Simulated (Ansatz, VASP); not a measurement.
## One calculation of BaO, two programs

```xyz
2
Lattice="0.0000 2.7951 2.7951 2.7951 0.0000 2.7951 2.7951 2.7951 0.0000" Properties=species:S:1:pos:R:3 pbc="T T T"
Ba    0.0000    0.0000    0.0000
O     2.7951    2.7951    2.7951
```

Change from the starting cell: volume scaled by 1.05, crystal datasets.

Alike in both runs: task electric field gradients; functional PBE; k mesh 9 × 9 × 9; occupations fermi-dirac, width 0.02 eV; no spin polarisation.

```csv
,VASP,Ansatz
version,VASP 6.6.1,Ansatz 0.2.0
potentials or method,"VASP PAW PBE potentials, release 64 (Ba_sv, O), cutoff 520 eV","all-electron PAW with datasets made for the crystal, scalar-relativistic"
```

|  | VASP | Ansatz | Ansatz less VASP |
| --- | --- | --- | --- |
| gap on the k mesh at the Fermi level (eV) | 2.14 | 2.20 | +0.060 |
| pressure (GPa) | 0.9 | -0.6 | -1.52 |

Ansatz ran all-electron here, and VASP with PAW potentials.

Spin-orbit coupling is off throughout.
